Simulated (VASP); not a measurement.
# Si (Fddd) in VASP: further runs

Runs on Si. Level: LDA. Tasks: single point.

All numbers are computed with VASP 6.6.1; they aren't measurements. Logs are shortened: lines on timing, memory, paths and dates and some standing lists are left out, and cuts for length are marked.

## 1. The cell of the first run

The structure is orthorhombic, space group Fddd (No. 70). Conventional cell: a = 4.807 Å, b = 5.402 Å, c = 5.996 Å, α = 90.00°, β = 90.00°, γ = 90.00°. Within 3.1 Å of Si (site symmetry 222) lie 4 Si at 2.35 Å.

## 2. Single point, LDA

Contents of INCAR:

```
SYSTEM = Si
ALGO = Normal
EDIFF = 1E-7
ENCUT = 520
ISIF = 2
ISMEAR = 0
LASPH = .True.
LCHARG = .False.
LREAL = .False.
LWAVE = .False.
NBANDS = 11
NELM = 80
PREC = Accurate
SIGMA = 0.05
```

Contents of KPOINTS:

```
k-points
0
Gamma
  12 12 12
  0 0 0
```

Contents of POSCAR:

```
Si
1.0
    0.0000000000      2.9978868244      2.7007989409
    2.4037110574      0.0000000000      2.7007989409
    2.4037110574      2.9978868244      0.0000000000
Si
2
Direct
    0.5000000000      0.5000000000      0.5000000000
    0.7500000000      0.7500000000      0.7500000000
```

Potentials or basis: VASP PAW LDA potentials, release 64 (Si).

On the command line:

```bash
$ cat potpaw_LDA.64/Si/POTCAR > POTCAR
$ mpirun -np 1 vasp_std > vasp.out
```

OUTCAR:

```text
SYSTEM = Si
   EDIFF = 1E-7
   ENCUT = 520
   ISIF = 2
   ISMEAR = 0
   LASPH = .True.
   LREAL = .False.
   NELM = 80
   PREC = Accurate

 ion  position               nearest neighbor table
   1  0.500  0.500  0.500-   2 2.35   2 2.35   2 2.35   2 2.35
   2  0.750  0.750  0.750-   1 2.35   1 2.35   1 2.35   1 2.35

  LATTYP: Found a face centered orthorhombic cell.
 ALAT       =     4.8074221148
 B/A-ratio  =     1.1235955056
 C/A-ratio  =     1.2471910112

  Lattice vectors:

 A1 = (   0.0000000000,   2.9978868244,  -2.7007989409)
 A2 = (   2.4037110574,   2.9978868244,   0.0000000000)
 A3 = (   2.4037110574,   0.0000000000,  -2.7007989409)

Analysis of symmetry for initial positions (statically):
=====================================================================
 Subroutine PRICEL returns:
 Original cell was already a primitive cell.

 Routine SETGRP: Setting up the symmetry group for a
 face centered orthorhombic supercell.

 Subroutine GETGRP returns: Found  8 space group operations
 (whereof  4 operations were pure point group operations)
 out of a pool of  8 trial point group operations.

The static configuration has the point symmetry D_2 .
 The point group associated with its full space group is D_2h.

Analysis of symmetry for dynamics (positions and initial velocities):
=====================================================================
 Subroutine PRICEL returns:
 Original cell was already a primitive cell.

 Routine SETGRP: Setting up the symmetry group for a
 face centered orthorhombic supercell.

 Subroutine GETGRP returns: Found  8 space group operations
 (whereof  4 operations were pure point group operations)
 out of a pool of  8 trial point group operations.

The dynamic configuration has the point symmetry D_2 .
 The point group associated with its full space group is D_2h.

 Subroutine INISYM returns: Found  8 space group operations
 (whereof  4 operations are pure point group operations),
 and found     1 'primitive' translations

----------------------------------------------------------------------------------------

                                     Primitive cell

  volume of cell :      38.9242

  direct lattice vectors                    reciprocal lattice vectors
     0.000000000  2.997886824  2.700798941    -0.208011690  0.166784148  0.185130404
     2.403711057  0.000000000  2.700798941     0.208011690 -0.166784148  0.185130404
     2.403711057  2.997886824  0.000000000     0.208011690  0.166784148 -0.185130404

  length of vectors
     4.035051466  3.615541698  3.842545024     0.324590638  0.324590638  0.324590638

  position of ions in fractional coordinates (direct lattice)
     0.500000000  0.500000000  0.500000000
     0.750000000  0.750000000  0.750000000

  ion indices of the primitive-cell ions
   primitive index   ion index
                 1           1
                 2           2

----------------------------------------------------------------------------------------

 KPOINTS: k-points

Automatic generation of k-mesh.
 Grid dimensions read from file:
 generate k-points for:   12   12   12

 Generating k-lattice:

  Cartesian coordinates                     Fractional coordinates (reciprocal lattice)
    -0.017334308  0.013898679  0.015427534     0.083333333  0.000000000  0.000000000
     0.017334308 -0.013898679  0.015427534     0.000000000  0.083333333 -0.000000000
     0.017334308  0.013898679 -0.015427534     0.000000000 -0.000000000  0.083333333

  Length of vectors
     0.027049220  0.027049220  0.027049220

  Shift w.r.t. Gamma in fractional coordinates (k-lattice)
     0.000000000  0.000000000  0.000000000

 Subroutine IBZKPT returns following result:
 ===========================================

 Found    280 irreducible k-points:

 Following reciprocal coordinates:
            Coordinates               Weight
  0.000000  0.000000  0.000000      1.000000
  0.083333 -0.000000  0.000000      8.000000
  0.166667  0.000000 -0.000000      8.000000
  0.250000  0.000000  0.000000      8.000000
  0.333333 -0.000000 -0.000000      8.000000
  0.416667  0.000000  0.000000      8.000000
[... 16 lines left out ...]
  0.500000  0.166667 -0.000000      8.000000
 -0.416667  0.166667  0.000000      8.000000
 [... further k-points ...]
   k-points           NKPTS =    280   k-points in BZ     NKDIM =    280   number of bands    NBANDS=     11
   number of dos      NEDOS =    301   number of ions     NIONS =      2
   total plane-waves  NPLWV =  25200
   dimension x,y,z NGX =    30 NGY =   28 NGZ =   30
   dimension x,y,z NGXF=    60 NGYF=   56 NGZF=   60
   ions per type =               2
   NGX,Y,Z   is equivalent  to a cutoff of  12.36, 12.87, 12.98 a.u.
   NGXF,Y,Z  is equivalent  to a cutoff of  24.72, 25.75, 25.96 a.u.
 SYSTEM =  Si
   PREC   = accura    normal or accurate (medium, high low for compatibility)
   ISTART =      0    job   : 0-new  1-cont  2-samecut
   ICHARG =      2    charge: 1-file 2-atom 10-const
   ISPIN  =      1    spin polarized calculation?
   LNONCOLLINEAR =      F non collinear calculations
   LSORBIT =      F    spin-orbit coupling
   LASPH  =      T    aspherical Exc in radial PAW
   ENCUT  =  520.0 eV  38.22 Ry    6.18 a.u.   7.50  6.72  7.14*2*pi/ulx,y,z
   NELM   =     80;   NELMIN=  2; NELMDL= -5     # of ELM steps
   EDIFF  = 0.1E-06   stopping-criterion for ELM
   LREAL  =      F    real-space projection
   EDIFFG = 0.1E-05   stopping-criterion for IOM
   NSW    =      0    number of steps for IOM
   IBRION =     -1    ionic relax: 0-MD 1-quasi-New 2-CG
   NFREE  =      0    steps in history (QN), initial steepest desc. (CG)
   ISIF   =      2    stress and relaxation
   ISYM   =      2    0-nonsym 1-usesym 2-fastsym
   POTIM  = 0.5000    time-step for ionic-motion
   TEBEG  =    0.0;   TEEND  =   0.0 temperature during run
   PSTRESS=    0.0 pullay stress
   NELECT =       8.0000    total number of electrons
   NUPDOWN=      -1.0000    fix difference up-down
   EMIN   =  10.00;   EMAX   =-10.00  energy-range for DOS
   EFERMI =   0.00;   METHOD = LEGACY
   ISMEAR =     0;   SIGMA  =   0.05  broadening in eV -4-tet -1-fermi 0-gaus
   EFERMI_NEDOS =   21; number of points for ismear=-14 and -15
   IALGO  =     38    algorithm
   IMIX   =      4    mixing-type and parameters
     AMIX     =   0.40;   BMIX     =  1.00
     AMIX_MAG =   1.60;   BMIX_MAG =  1.00
  volume/ion in A,a.u.               =      19.46       131.34
  Fermi-wavevector in a.u.,A,eV,Ry     =   0.966121  1.825704 12.699542  0.933390
  Thomas-Fermi vector in A             =   2.095896
   LORBIT       =      0    0 simple, 1 ext, 2 COOP (PROOUT), +10 PAW based schemes
   GGA     = CA    functional components
   LHFCALC =     F    Hartree Fock is set to
   AEXX    =    0.0000 exact exchange contribution
   IVDW    =     0    specifies the selected vdW correction
   LEPSILON=     F    determine dielectric tensor
   LRPA    =     F    only Hartree local field effects (RPA)
 non-spin polarized calculation
 Gauss-broadening in eV      SIGMA  =   0.05
  energy-cutoff  :      520.00
  volume of cell :       38.92
 maximum number of plane-waves:      1063
 NGX is ok and might be reduce to    30
   NGX = 15   NGY = 13   NGZ = 15

 number of electron       8.0000000 magnetization

 Free energy of the ion-electron system (eV)
  ---------------------------------------------------
  ext. energy  EPLUGINS =         0.00000000
  ---------------------------------------------------
  free energy    TOTEN  =       -11.65636918 eV

  energy without entropy =      -11.65597155  energy(sigma->0) =      -11.65617037

 E-fermi :   6.2144     XC(G=0):  -9.7490

 val. band max:        6.2078182369   @ k =  -0.0833   0.3333   0.4167
 cond. band min:       6.2225928062   @ k =  -0.1667   0.3333   0.3333
 fundamental gap:      0.0147745693
 Fermi energy:         6.2143978079

 k-point     1 :       0.0000    0.0000    0.0000
  band No.  band energies     occupation
      1      -6.0525      2.00000
      2       5.2320      2.00000
      3       6.2994      0.01618
      4       6.8355      0.00000
      5       8.4067      0.00000
      6       8.8642      0.00000
      7       9.0472      0.00000
      8       9.1771      0.00000
      9      12.2953      0.00000
     10      13.9602      0.00000
     11      14.7673      0.00000

 k-point     2 :       0.0833   -0.0000    0.0000
  band No.  band energies     occupation
      1      -5.9576      2.00000
      2       4.8411      2.00000
      3       5.8080      2.00000
      4       6.5427      0.00000
      5       8.3718      0.00000
      6       8.9414      0.00000
      7       9.3132      0.00000
      8       9.8466      0.00000
      9      12.2603      0.00000
     10      14.3128      0.00000
     11      14.6076      0.00000

 k-point     3 :       0.1667    0.0000   -0.0000
  band No.  band energies     occupation
      1      -5.6753      2.00000
      2       3.6247      2.00000
      3       5.1331      2.00000
      4       6.2716      0.10554
      5       7.9655      0.00000
      6       9.3189      0.00000
      7       9.6620      0.00000
      8      11.0434      0.00000
      9      12.6561      0.00000
     10      13.8672      0.00000
     11      15.2951      0.00000

 k-point     4 :       0.2500    0.0000    0.0000
  band No.  band energies     occupation
      1      -5.2164      2.00000
      2       2.1246      2.00000
      3       4.6501      2.00000
      4       6.0496      2.00000
      5       7.4599      0.00000
      6       9.5011      0.00000
      7      10.0547      0.00000
      8      12.1953      0.00000
      9      13.5643      0.00000
     10      13.7609      0.00000
     11      15.8684      0.00000
[... 239 lines left out ...]
 k-point    22 :       0.4167    0.1667    0.0000
  band No.  band energies     occupation
      1      -4.0730      2.00000
      2       0.4197      2.00000
      3       3.3712      2.00000
      4       4.5364      2.00000
      5       7.7068      0.00000
      6       9.4779      0.00000
      7      11.2401      0.00000
      8      12.1118      0.00000
      9      14.8051      0.00000
     10      15.8110      0.00000
     11      17.1228      0.00000

 k-point    23 :       0.5000    0.1667   -0.0000
  band No.  band energies     occupation
      1      -3.4447      2.00000
      2      -0.5787      2.00000
      3       3.0465      2.00000
      4       4.4698      2.00000
      5       7.6186      0.00000
      6       9.5139      0.00000
      7      11.9969      0.00000
      8      12.7154      0.00000
      9      14.4721      0.00000
     10      16.2183      0.00000
     11      16.9380      0.00000

 k-point    24 :      -0.4167    0.1667    0.0000
  band No.  band energies     occupation
      1      -3.2998      2.00000
      2      -0.7862      2.00000
      3       2.8663      2.00000
      4       4.5212      2.00000
      5       7.6651      0.00000
      6       9.6584      0.00000
      7      11.8606      0.00000
      8      13.1847      0.00000
      9      14.3461      0.00000
     10      16.3264      0.00000
     11      17.9764      0.00000

 [... further k-points ...]
[... 5 lines left out ...]
  --------------------------------------------------------------------------------------
  -------------------------------------------------------------------------------------
  Total        1.7171336     -2.7942678      0.8696904      0.0000000      0.0000000      0.0000000
  in kB       70.6797387   -115.0161594     35.7977332      0.0000000      0.0000000      0.0000000
  external PRESSURE =      -2.8462292 kB  Pullay stress =       0.0000000 kB

 VOLUME and BASIS-vectors are now :
 -----------------------------------------------------------------------------
  energy-cutoff  :      520.00
  volume of cell :       38.92
      direct lattice vectors                 reciprocal lattice vectors
     0.000000000  2.997886824  2.700798941    -0.208011690  0.166784148  0.185130404
     2.403711057  0.000000000  2.700798941     0.208011690 -0.166784148  0.185130404
     2.403711057  2.997886824  0.000000000     0.208011690  0.166784148 -0.185130404

 POSITION                                       TOTAL-FORCE (eV/Angst)
 -----------------------------------------------------------------------------------
      2.40371      2.99789      2.70080        -0.000000      0.000000     -0.000000
      3.60557      4.49683      4.05120         0.000000     -0.000000      0.000000
 -----------------------------------------------------------------------------------
    total drift:                                0.000000     -0.000000     -0.000000

  FREE ENERGIE OF THE ION-ELECTRON SYSTEM (eV)
  ---------------------------------------------------
  free  energy   TOTEN  =       -11.6563691811 eV

  energy  without entropy=      -11.6559715533  energy(sigma->0) =      -11.65617037
```

Wall time 2.5 min (1 thread of AMD EPYC 7R43 (Zen 3), shared host); peak memory 0.17 GiB.

What came out:

```yaml
Free_energy: -11.6564 eV
Pressure: -0.3 GPa
Band_gap_on_the_k_mesh: zero (band 4 reaches 6.84 eV, above the bottom of band 5 at 5.56 eV)
```

Caveat: the cell differs from its parent crystal (strain +e along x and -e along y -0.1100, strain +e along z and -e/2 along x and y +0.0000).

(Continued in part 2 of 2.)
